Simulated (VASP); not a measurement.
Input of a VASP 6.6.1 run:

File INCAR:

```
SYSTEM = MgB3
  PREC = Accurate
  ENCUT = 600
  EDIFF = 1E-6
  ISMEAR = 0
  SIGMA = 0.1
  LREAL = .False.
  LASPH = .True.
  NELM = 120
  ALGO = Normal
  ISIF = 2
  LWAVE = .False.
  LCHARG = .True.
  GGA = PE
  LELF = .True.
  LVHAR = .True.
  NBANDS = 14
  GGA_COMPAT = .False.
```

KPOINTS

```
Automatic mesh
0
Gamma
  6 6 6
  0 0 0
```

The input POSCAR:

```
MgB3
1.0
    3.5196864581      0.0000000000      0.0000000000
   -1.7598432291      3.0481378862      0.0000000000
    0.0000000000      0.0000000000      3.7146638149
Mg B
1 3
Direct
    0.0000000000      0.0000000000      0.0000000000
    0.0000000000      0.0000000000      0.5000000000
    0.3333333333      0.6666666667      0.0000000000
    0.6666666667      0.3333333333      0.0000000000
```

Potentials or basis: VASP PAW PBE potentials, release 64 (Mg, B).

The run is started by

```sh
$ cat potpaw_PBE.64/Mg/POTCAR potpaw_PBE.64/B/POTCAR > POTCAR
$ mpirun -np 1 vasp_std > vasp.out
```

Task: What does it give for the pressure?

Result: 42.6 GPa.

Stress tensor (GPa, compression positive):
```
22.08  0.00  0.00
 0.00 22.08  0.00
 0.00  0.00 83.75
```
